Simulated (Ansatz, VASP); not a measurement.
Two plane-wave programs on HfO2

File POSCAR:

```
HfO2
1.0
    0.0000000000      2.4935625000      2.6853750000
    2.4935625000      0.0000000000      2.6853750000
    2.4935625000      2.4935625000      0.0000000000
Hf O
1 2
Direct
    0.0000000000      0.0000000000      0.0000000000
    0.2500000000      0.2500000000      0.2500000000
    0.7500000000      0.7500000000      0.7500000000
```

INCAR.step1

```
SYSTEM = HfO2
PREC     = Accurate       ! precision mode
ENCUT    = 520            ! plane-wave cutoff, eV
ISMEAR   = 0              ! smearing method
SIGMA    = 0.05           ! smearing width, eV
LREAL    = .FALSE.        ! projectors in reciprocal space
LASPH    = .TRUE.         ! aspherical terms in the spheres
NELM     = 60             ! most SCF steps
NBANDS   = 18             ! bands
GGA      = PE             ! functional
ALGO     = Normal         ! electronic algorithm
EDIFF    = 1E-4           ! SCF threshold, eV
LWAVE    = .TRUE.         ! write WAVECAR
LCHARG   = .FALSE.        ! write CHGCAR
```

The input INCAR.step2:

```
SYSTEM = HfO2
PREC     = Accurate       ! precision mode
ENCUT    = 520            ! plane-wave cutoff, eV
EDIFF    = 1E-6           ! SCF threshold, eV
ISMEAR   = 0              ! smearing method
SIGMA    = 0.05           ! smearing width, eV
LREAL    = .FALSE.        ! projectors in reciprocal space
LASPH    = .TRUE.         ! aspherical terms in the spheres
NELM     = 60             ! most SCF steps
ALGO     = Normal         ! electronic algorithm
ISIF     = 2              ! what is computed and relaxed
LWAVE    = .FALSE.        ! write WAVECAR
LCHARG   = .FALSE.        ! write CHGCAR
METAGGA  = R2SCAN         ! meta-GGA
LMIXTAU  = .TRUE.       
NBANDS   = 18             ! bands
ISTART   = 1
```

Contents of KPOINTS:

```
regular mesh
0
G
  8 8 8
  0 0 0
```

Input for Ansatz:

```yaml
crystal:
  lattice:
    - [0.0, 2.4935625, 2.685375]
    - [2.4935625, 0.0, 2.685375]
    - [2.4935625, 2.4935625, 0.0]
  atoms:
    - { symbol: Hf, position: [0.0, 0.0, 0.0] }
    - { symbol: O, position: [0.25, 0.25, 0.25] }
    - { symbol: O, position: [0.75, 0.75, 0.75] }
basis:
  ecutwfc: 500
kpoints:
  mp_grid: { grid: [8, 8, 8] }
hamiltonian:
  xc: r2scan
scf:
  occupations: { method: gaussian, width: 0.05 }
output:
  forces: true
  stress: true
  eigenvalues: true
```

Change from the starting cell: strain -0.025 along x and y, +0.050 along z, atoms carried along.

Alike in both runs: task single point; functional r2SCAN; k mesh 8 × 8 × 8; occupations gaussian, width 0.05 eV; no spin polarisation.

|  | VASP | Ansatz |
| --- | --- | --- |
| version | VASP 6.6.1 | Ansatz 0.2.0 |
| potentials or method | VASP PAW PBE potentials, release 64 (Hf_pv, O), cutoff 520 eV | scalar-relativistic, plane waves, PAW |
| valence electrons in the cell | 22 | 38 |

```csv
,VASP,Ansatz,Ansatz less VASP
gap on the k mesh at the Fermi level (eV),3.38,3.38,+0.002
least direct gap on the mesh (eV),3.67,3.67,+0.001
pressure (GPa),-11.3,-7.8,+3.56
"traceless stress, the component that is largest in VASP (GPa)",-24.13,-23.75,+0.381
```

VASP's potentials were made for PBE, not for r2SCAN. With one functional, cell and mesh, what is left measures potentials, basis and numerics. VASP's potentials hold 22 valence electrons a cell and Ansatz's 38, so a difference there can come from the potentials and not from the codes.

Spin-orbit coupling is off throughout.
